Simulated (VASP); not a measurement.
Write the native input for VASP 6.6.1 that does the following.

```
Task                   : relaxation of volume and atoms at fixed shape
Functional             : PBEsol
Potentials or basis    : VASP PAW PBE potentials, release 64 (Ta_pv, W_sv)
Cutoff                 : 600 eV
k mesh                 : 6 × 6 × 6
Occupations            : gaussian, width 0.05 eV
Spin                   : no spin polarisation
Dipole correction      : no
Further INCAR settings : ALGO = Normal; EDIFF = 1e-06; IBRION = 2; EDIFFG = -0.03; NSW = 80; ISIF = 8
```

The structure of Ta3W lies in POSCAR:

```
Ta3W
1.0
    4.6204810000      0.0000000000      0.0000000000
    2.3102405000      4.0014539237      0.0000000000
    2.3102405000      1.3338179746      3.7726069387
Ta W
3 1
Direct
    0.2500000000      0.2500000000      0.2500000000
    0.7500000000      0.7500000000      0.7500000000
    0.5000000000      0.5000000000      0.5000000000
    0.0000000000      0.0000000000      0.0000000000
```

These files were run (other wordings do the same):

INCAR

```
  PREC = Accurate
  ENCUT = 600
  EDIFF = 1E-6
  ISMEAR = 0
  SIGMA = 0.05
  LREAL = F
  LASPH = T
  NELM = 80
  ALGO = Normal
  ISIF = 8
  LWAVE = F
  LCHARG = F
  GGA = PS
  IBRION = 2
  NSW = 80
  EDIFFG = -0.03
```

KPOINTS

```
regular mesh
0
Gamma
  6 6 6
```

Potentials or basis: VASP PAW PBE potentials, release 64 (Ta_pv, W_sv).

The run is started by

```sh
$ cat potpaw_PBE.64/Ta_pv/POTCAR potpaw_PBE.64/W_sv/POTCAR > POTCAR
$ mpirun -np 1 vasp_std > vasp.out
```

Results of the run:

- Relaxed volume: 17.11 Å³/atom
- Relaxed cell: a = 4.592 Å, b = 4.592 Å, c = 4.592 Å, α = 60.00°, β = 60.00°, γ = 60.00°
- Space group after relaxing (to 0.05 Å): Fm-3m (No. 225)
- Energy gained by relaxing: 4.7 meV/atom
- Ionic steps: 3
- Pressure after relaxing: -0.1 GPa

Caveat: the PAW data sets were made with another functional, which shifts forces and pressure a little.

It took 56 s on 1 thread of Intel(R) Xeon(R) 6975P-C (Granite Rapids) (shared host), peak memory 0.25 GiB.
